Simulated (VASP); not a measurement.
A run of VASP 6.6.1 is set up as follows.

INCAR

```
SYSTEM = KTaO3
  ALGO = Normal
  EDIFF = 1E-6
  ENCUT = 520
  GGA = PE
  ISIF = 2
  ISMEAR = 0
  LASPH = .TRUE.
  LCHARG = .FALSE.
  LREAL = .FALSE.
  LWAVE = .FALSE.
  NBANDS = 27
  NELM = 60
  PREC = Accurate
  SIGMA = 0.1
```

Contents of KPOINTS:

```
k-points
0
G
  6 6 6
  0 0 0
```

File POSCAR:

```
KTaO3
1.0
    2.8456610893      1.6429431972      2.3235536797
   -2.8456610893      1.6429431972      2.3235536797
    0.0000000000     -3.2858863907      2.3235536823
K Ta O
1 1 3
Direct
    0.0000000000      0.0000000000      0.0000000000
    0.5000000000      0.5000000000      0.5000000000
    0.5000000000      0.5000000000      0.0000000000
    0.0000000000      0.5000000000      0.5000000000
    0.5000000000      0.0000000000      0.5000000000
```

Potentials or basis: VASP PAW PBE potentials, release 64 (K_sv, Ta_pv, O).

Launch:

```bash
$ cat potpaw_PBE.64/K_sv/POTCAR potpaw_PBE.64/Ta_pv/POTCAR potpaw_PBE.64/O/POTCAR > POTCAR
$ mpirun -np 1 vasp_std > vasp.out
```

Task: What does it give for the band gap on the k mesh?

Result: 2.11 eV (least direct gap 2.75 eV).

Task: Estimate the pressure.

Result: 0.6 GPa.

Caveat: spin-orbit coupling is left out, which moves the levels of the heavy elements. A k mesh can miss the band edges.
